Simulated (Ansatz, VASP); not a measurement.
**EuNi3: VASP beside Ansatz**

The input INCAR:

```
SYSTEM = EuNi3
ALGO = Normal
EDIFF = 1E-6
ENCUT = 520
GGA = PE
ISIF = 2
ISMEAR = -1
ISPIN = 2
LASPH = .TRUE.
LCHARG = .FALSE.
LMAXMIX = 6
LORBIT = 11
LREAL = .FALSE.
LWAVE = .FALSE.
MAGMOM = 7 1 1 1
NBANDS = 36
NELM = 150
PREC = Accurate
SIGMA = 0.05
```

The input KPOINTS:

```
k-points
0
G
  7 7 7
  0 0 0
```

The input POSCAR:

```
EuNi3
1.0
    3.8618297641      0.0000000000      0.0000000000
    0.0000000000      3.8618297641      0.0000000000
    0.0000000000      0.0000000000      3.8618297641
Eu Ni
1 3
Direct
    0.0000000000      0.0000000000      0.0000000000
    0.5000000000      0.0000000000      0.5000000000
    0.0000000000      0.5000000000      0.5000000000
    0.5000000000      0.5000000000      0.0000000000
```

Contents of input.yaml:

```yaml
crystal:
  lattice:
    - [3.8618297641, 0.0, 0.0]
    - [0.0, 3.8618297641, 0.0]
    - [0.0, 0.0, 3.8618297641]
  atoms:
    - { symbol: Eu, position: [0.0, 0.0, 0.0], spin: 7.0 }
    - { symbol: Ni, position: [0.5, 0.0, 0.5], spin: 1.0 }
    - { symbol: Ni, position: [0.0, 0.5, 0.5], spin: 1.0 }
    - { symbol: Ni, position: [0.5, 0.5, 0.0], spin: 1.0 }
hamiltonian:
  xc: pbe
  pseudopotentials: { kind: paw }
magnetization:
  spin_polarized: true
kpoints:
  mp_grid: { grid: [7, 7, 7] }
scf:
  occupations: { method: fermi_dirac, width: 0.05 }
output:
  forces: true
  stress: true
  eigenvalues: true
  write_density: true
  write_potential: true
  elf: true
  volumetric_format: npy
```

Alike in both runs: task single point; functional PBE; k mesh 7 × 7 × 7; occupations fermi-dirac, width 0.05 eV; collinear spin.

|  | VASP | Ansatz |
| --- | --- | --- |
| version | VASP 6.6.1 | Ansatz 0.2.0 |
| potentials or method | VASP PAW PBE potentials, release 64 (Eu, Ni) | Ansatz PAW |
| plane-wave cutoff (eV) | 520 | 420 |
| valence electrons in the cell | 47 | 71 |

|  | VASP | Ansatz | Ansatz less VASP |
| --- | --- | --- | --- |
| gap on the k mesh at the Fermi level (eV) | none | none | - |
| pressure (GPa) | 3.8 | 3.6 | -0.12 |
| net moment per atom (μB) | 1.49 | 1.48 | -0.008 |
| size of the moment on the site where the two differ most (μB) | 6.29 | 6.33 | +0.035 |

Site moments also hang on the region over which each program counts them. A gap of «none» marks a metal or a gap that the smearing closes. With one functional, cell and mesh, what is left measures potentials, basis and numerics. VASP's potentials hold 47 valence electrons a cell and Ansatz's 71, so a difference there can come from the potentials and not from the codes.

Neither program's run includes spin-orbit coupling.
